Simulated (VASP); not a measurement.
# LiH in VASP: settings compared

LiH is run at these levels: PBE, r2SCAN, HSE06; tasks: single point.

Program: VASP 6.6.1. These are calculated values, not measurements. Logs are shortened: lines on timing, memory, paths and dates and some standing lists are left out, and cuts for length are marked.

## (1) The cell of the first run

The structure is cubic, space group Fm-3m (No. 225). The conventional cell has a = 3.881 Å, b = 3.881 Å, c = 3.881 Å, α = 90.00°, β = 90.00°, γ = 90.00°. Within 2.6 Å of Li (site symmetry m-3m) lie 6 H at 1.94 Å. Within 2.6 Å of H (site symmetry m-3m) lie 6 Li at 1.94 Å.

## (2) Single point, PBE (strain -3.1%)

INCAR

```
ALGO = Normal ; EDIFF = 1E-7
ENCUT = 520 ; GGA = PE
ISIF = 2 ; ISMEAR = -1
LASPH = T ; LCHARG = F
LREAL = F ; LWAVE = F
NBANDS = 9 ; NELM = 100
PREC = Accurate ; SIGMA = 0.02
```

KPOINTS

```
k-points
0
Gamma
  10 10 10
```

POSCAR

```
LiH
1.0
    0.0000000000      1.9407017015      1.9407017015
    1.9407017015      0.0000000000      1.9407017015
    1.9407017015      1.9407017015      0.0000000000
Li H
1 1
Direct
    0.0000000000      0.0000000000      0.0000000000
    0.5000000000      0.5000000000      0.5000000000
```

Potentials or basis: VASP PAW PBE potentials, release 64 (Li_sv, H).

The run is started by

```sh
> cat potpaw_PBE.64/Li_sv/POTCAR potpaw_PBE.64/H/POTCAR > POTCAR
> mpirun -np 1 vasp_std > vasp.out
```

OUTCAR:

```text
EDIFF = 1E-7
   ENCUT = 520
   GGA = PE
   ISIF = 2
   ISMEAR = -1
   LASPH = T
   LREAL = F
   NELM = 100
   PREC = Accurate

 ion  position               nearest neighbor table
   1  0.000  0.000  0.000-
   2  0.500  0.500  0.500-

  LATTYP: Found a face centered cubic cell.
 ALAT       =     3.8814034030

  Lattice vectors:

 A1 = (   0.0000000000,   1.9407017015,   1.9407017015)
 A2 = (   1.9407017015,   0.0000000000,   1.9407017015)
 A3 = (   1.9407017015,   1.9407017015,   0.0000000000)

Analysis of symmetry for initial positions (statically):
=====================================================================
 Subroutine PRICEL returns:
 Original cell was already a primitive cell.

 Routine SETGRP: Setting up the symmetry group for a
 face centered cubic supercell.

 Subroutine GETGRP returns: Found 48 space group operations
 (whereof 48 operations were pure point group operations)
 out of a pool of 48 trial point group operations.

The static configuration has the point symmetry O_h .

Analysis of symmetry for dynamics (positions and initial velocities):
=====================================================================
 Subroutine PRICEL returns:
 Original cell was already a primitive cell.

 Routine SETGRP: Setting up the symmetry group for a
 face centered cubic supercell.

 Subroutine GETGRP returns: Found 48 space group operations
 (whereof 48 operations were pure point group operations)
 out of a pool of 48 trial point group operations.

The dynamic configuration has the point symmetry O_h .

 Subroutine INISYM returns: Found 48 space group operations
 (whereof 48 operations are pure point group operations),
 and found     1 'primitive' translations

----------------------------------------------------------------------------------------

                                     Primitive cell

  volume of cell :      14.6186

  direct lattice vectors                    reciprocal lattice vectors
     0.000000000  1.940701702  1.940701702    -0.257638770  0.257638770  0.257638770
     1.940701702  0.000000000  1.940701702     0.257638770 -0.257638770  0.257638770
     1.940701702  1.940701702  0.000000000     0.257638770  0.257638770 -0.257638770

  length of vectors
     2.744566667  2.744566667  2.744566667     0.446243440  0.446243440  0.446243440

  position of ions in fractional coordinates (direct lattice)
     0.000000000  0.000000000  0.000000000
     0.500000000  0.500000000  0.500000000

  ion indices of the primitive-cell ions
   primitive index   ion index
                 1           1
                 2           2

----------------------------------------------------------------------------------------

 KPOINTS: k-points

Automatic generation of k-mesh.
 Grid dimensions read from file:
 generate k-points for:   10   10   10

 Generating k-lattice:

  Cartesian coordinates                     Fractional coordinates (reciprocal lattice)
    -0.025763877  0.025763877  0.025763877     0.100000000  0.000000000  0.000000000
     0.025763877 -0.025763877  0.025763877     0.000000000  0.100000000  0.000000000
     0.025763877  0.025763877 -0.025763877     0.000000000  0.000000000  0.100000000

  Length of vectors
     0.044624344  0.044624344  0.044624344

  Shift w.r.t. Gamma in fractional coordinates (k-lattice)
     0.000000000  0.000000000  0.000000000

 Subroutine IBZKPT returns following result:
 ===========================================

 Found     47 irreducible k-points:

 Following reciprocal coordinates:
            Coordinates               Weight
  0.000000  0.000000  0.000000      1.000000
  0.100000  0.000000  0.000000      8.000000
  0.200000  0.000000  0.000000      8.000000
  0.300000  0.000000  0.000000      8.000000
  0.400000  0.000000  0.000000      8.000000
  0.500000  0.000000  0.000000      4.000000
[... 16 lines left out ...]
  0.300000  0.300000  0.000000      6.000000
  0.400000  0.300000  0.000000     24.000000
 [... further k-points ...]
   k-points           NKPTS =     47   k-points in BZ     NKDIM =     47   number of bands    NBANDS=      9
   number of dos      NEDOS =    301   number of ions     NIONS =      2
   total plane-waves  NPLWV =   8000
   dimension x,y,z NGX =    20 NGY =   20 NGZ =   20
   dimension x,y,z NGXF=    40 NGYF=   40 NGZF=   40
   ions per type =               1   1
   NGX,Y,Z   is equivalent  to a cutoff of  12.11, 12.11, 12.11 a.u.
   NGXF,Y,Z  is equivalent  to a cutoff of  24.23, 24.23, 24.23 a.u.
 SYSTEM =  unknown system
   PREC   = accura    normal or accurate (medium, high low for compatibility)
   ISTART =      0    job   : 0-new  1-cont  2-samecut
   ICHARG =      2    charge: 1-file 2-atom 10-const
   ISPIN  =      1    spin polarized calculation?
   LNONCOLLINEAR =      F non collinear calculations
   LSORBIT =      F    spin-orbit coupling
   LASPH  =      T    aspherical Exc in radial PAW
   ENCUT  =  520.0 eV  38.22 Ry    6.18 a.u.   5.10  5.10  5.10*2*pi/ulx,y,z
   NELM   =    100;   NELMIN=  2; NELMDL= -5     # of ELM steps
   EDIFF  = 0.1E-06   stopping-criterion for ELM
   LREAL  =      F    real-space projection
   EDIFFG = 0.1E-05   stopping-criterion for IOM
   NSW    =      0    number of steps for IOM
   IBRION =     -1    ionic relax: 0-MD 1-quasi-New 2-CG
   NFREE  =      0    steps in history (QN), initial steepest desc. (CG)
   ISIF   =      2    stress and relaxation
   ISYM   =      2    0-nonsym 1-usesym 2-fastsym
   POTIM  = 0.5000    time-step for ionic-motion
   TEBEG  =    0.0;   TEEND  =   0.0 temperature during run
   PSTRESS=    0.0 pullay stress
   NELECT =       4.0000    total number of electrons
   NUPDOWN=      -1.0000    fix difference up-down
   EMIN   =  10.00;   EMAX   =-10.00  energy-range for DOS
   EFERMI =   0.00;   METHOD = LEGACY
   ISMEAR =    -1;   SIGMA  =   0.02  broadening in eV -4-tet -1-fermi 0-gaus
   EFERMI_NEDOS =   21; number of points for ismear=-14 and -15
   IALGO  =     38    algorithm
   IMIX   =      4    mixing-type and parameters
     AMIX     =   0.40;   BMIX     =  1.00
     AMIX_MAG =   1.60;   BMIX_MAG =  1.00
  volume/ion in A,a.u.               =       7.31        49.33
  Fermi-wavevector in a.u.,A,eV,Ry     =   1.062819  2.008437 15.368931  1.129585
  Thomas-Fermi vector in A             =   2.198283
   LORBIT       =      0    0 simple, 1 ext, 2 COOP (PROOUT), +10 PAW based schemes
   GGA     = PE    functional components
   LHFCALC =     F    Hartree Fock is set to
   AEXX    =    0.0000 exact exchange contribution
   IVDW    =     0    specifies the selected vdW correction
   LEPSILON=     F    determine dielectric tensor
   LRPA    =     F    only Hartree local field effects (RPA)
 non-spin polarized calculation
  energy-cutoff  :      520.00
  volume of cell :       14.62
 maximum number of plane-waves:       411
   NGX = 11   NGY = 11   NGZ = 11

 number of electron       3.9999992 magnetization

 Free energy of the ion-electron system (eV)
  ---------------------------------------------------
  ext. energy  EPLUGINS =         0.00000000
  ---------------------------------------------------
  free energy    TOTEN  =        -6.10967245 eV

  energy without entropy =       -6.10967245  energy(sigma->0) =       -6.10967245

 E-fermi :   1.1129     XC(G=0):  -8.8278

 val. band max:        0.5676150190   @ k =   0.5000   0.5000   0.0000
 cond. band min:       3.4667589803   @ k =   0.5000   0.5000   0.0000
 fundamental gap:      2.8991439614
 Fermi energy:         1.1129359927

 k-point     1 :       0.0000    0.0000    0.0000
  band No.  band energies     occupation
      1     -43.6517      2.00000
      2      -5.2386      2.00000
      3      17.9459      0.00000
      4      19.4717      0.00000
      5      19.4717      0.00000
      6      19.4717      0.00000
      7      24.3708      0.00000
      8      24.3708      0.00000
      9      24.3708      0.00000

 k-point     2 :       0.1000    0.0000    0.0000
  band No.  band energies     occupation
      1     -43.6451      2.00000
      2      -5.0565      2.00000
      3      16.1826      0.00000
      4      18.5347      0.00000
      5      19.0443      0.00000
      6      19.0444      0.00000
      7      23.7917      0.00000
      8      25.2853      0.00000
      9      25.2853      0.00000

 k-point     3 :       0.2000    0.0000    0.0000
  band No.  band energies     occupation
      1     -43.6284      2.00000
      2      -4.5251      2.00000
      3      12.5932      0.00000
      4      17.2223      0.00000
      5      18.3630      0.00000
      6      18.3630      0.00000
      7      24.7369      0.00000
      8      25.0989      0.00000
      9      25.0989      0.00000

 k-point     4 :       0.3000    0.0000    0.0000
  band No.  band energies     occupation
      1     -43.6079      2.00000
      2      -3.7049      2.00000
      3       9.2222      0.00000
      4      16.0900      0.00000
      5      17.9551      0.00000
      6      17.9551      0.00000
      7      22.8831      0.00000
      8      22.8831      0.00000
      9      26.4456      0.00000
[... 205 lines left out ...]
 k-point    22 :      -0.2000    0.2000    0.0000
  band No.  band energies     occupation
      1     -43.6010      2.00000
      2      -3.3483      2.00000
      3      10.4627      0.00000
      4      10.8629      0.00000
      5      17.5714      0.00000
      6      18.5225      0.00000
      7      23.5898      0.00000
      8      25.8238      0.00000
      9      27.5611      0.00000

 k-point    23 :       0.3000    0.3000    0.0000
  band No.  band energies     occupation
      1     -43.5944      2.00000
      2      -2.9174      2.00000
      3       9.6001      0.00000
      4      13.3904      0.00000
      5      13.3904      0.00000
      6      16.7418      0.00000
      7      19.2956      0.00000
      8      30.9272      0.00000
      9      33.4584      0.00000

 k-point    24 :       0.4000    0.3000    0.0000
  band No.  band energies     occupation
      1     -43.5815      2.00000
      2      -1.9752      2.00000
      3       7.5429      0.00000
      4      11.5064      0.00000
      5      12.9188      0.00000
      6      17.6587      0.00000
      7      19.3646      0.00000
      8      32.0079      0.00000
      9      32.3866      0.00000

 [... further k-points ...]
[... 5 lines left out ...]
  --------------------------------------------------------------------------------------
  -------------------------------------------------------------------------------------
  Total        0.3455102      0.3455102      0.3455102      0.0000000      0.0000000      0.0000000
  in kB       37.8673627     37.8673627     37.8673627      0.0000000      0.0000000      0.0000000
  external PRESSURE =      37.8673627 kB  Pullay stress =       0.0000000 kB

 VOLUME and BASIS-vectors are now :
 -----------------------------------------------------------------------------
  energy-cutoff  :      520.00
  volume of cell :       14.62
      direct lattice vectors                 reciprocal lattice vectors
     0.000000000  1.940701702  1.940701702    -0.257638770  0.257638770  0.257638770
     1.940701702  0.000000000  1.940701702     0.257638770 -0.257638770  0.257638770
     1.940701702  1.940701702  0.000000000     0.257638770  0.257638770 -0.257638770

 POSITION                                       TOTAL-FORCE (eV/Angst)
 -----------------------------------------------------------------------------------
      0.00000      0.00000      0.00000         0.000000      0.000000      0.000000
      1.94070      1.94070      1.94070        -0.000000     -0.000000     -0.000000
 -----------------------------------------------------------------------------------
    total drift:                                0.000000     -0.000000      0.000000

  FREE ENERGIE OF THE ION-ELECTRON SYSTEM (eV)
  ---------------------------------------------------
  free  energy   TOTEN  =        -6.1096724491 eV

  energy  without entropy=       -6.1096724491  energy(sigma->0) =       -6.10967245
```

It took 4 s on 1 thread of Intel Xeon Platinum 8375C at 2.90GHz (Ice Lake), shared host; peak memory 0.12 GiB.

Results:

- Free energy: -6.1097 eV
- Band gap on the k mesh: 2.90 eV, direct

Caveat: the cell differs from its parent crystal (strain -3.1%); the cutoff is under 1.25 times the usual one of these potentials, so pressure, stress and relaxed cells hold a basis-set (Pulay) error.

## (3) Single point, r2SCAN (strain -3.1%)

POSCAR is that of step 2.

INCAR.step1

```
SYSTEM = LiH
PREC = Accurate
ENCUT = 520
ISMEAR = 0
SIGMA = 0.01
LREAL = .False.
LASPH = .True.
NELM = 60
NBANDS = 9
GGA = PE
ALGO = Normal
EDIFF = 1E-4
LWAVE = .True.
LCHARG = .False.
```

INCAR.step2

```
SYSTEM = LiH
PREC = Accurate
ENCUT = 520
EDIFF = 1E-6
ISMEAR = 0
SIGMA = 0.01
LREAL = .False.
LASPH = .True.
NELM = 60
ALGO = Normal
ISIF = 2
LWAVE = .False.
LCHARG = .True.
METAGGA = R2SCAN
LMIXTAU = .True.
LELF = .True.
LVHAR = .True.
NBANDS = 9
ISTART = 1
```

KPOINTS

```
regular mesh
0
Gamma
  10 10 10
  0 0 0
```

Potentials or basis: VASP PAW PBE potentials, release 64 (Li_sv, H).

The run is started by

```sh
> cat potpaw_PBE.64/Li_sv/POTCAR potpaw_PBE.64/H/POTCAR > POTCAR
> cp INCAR.step1 INCAR
> mpirun -np 1 vasp_std > vasp.out
> cp INCAR.step2 INCAR
> mpirun -np 1 vasp_std > vasp.out
```

Run time: 21 s. Hardware: 1 thread of Intel Xeon Platinum 8375C at 2.90GHz (Ice Lake), shared host; peak memory 0.12 GiB.

It converged, with:

| Property | Result |
| --- | --- |
| Free energy | -6.8003 eV |
| Band gap on the k mesh | 3.52 eV, direct |

Levels at points of the mesh, in eV from the valence-band top:
| k point | band 1 | band 2 | band 3 | band 4 | band 5 |
| --- | --- | --- | --- | --- | --- |
| (0.00, 0.00, 0.00) | -45.64 | -5.83 | 18.97 | 20.46 | 20.46 |
| (0.50, 0.00, 0.00) | -45.58 | -2.93 | 5.92 | 15.84 | 19.12 |
| (0.50, 0.50, 0.00) | -45.56 | 0.00 | 3.52 | 12.26 | 12.26 |

Caveat: the cell differs from its parent crystal (strain -3.1%); the cutoff is under 1.25 times the usual one of these potentials, so pressure, stress and relaxed cells hold a basis-set (Pulay) error; the PAW data sets were made with another functional, which shifts forces and pressure a little.

(Part 1 of 2 ends here.)
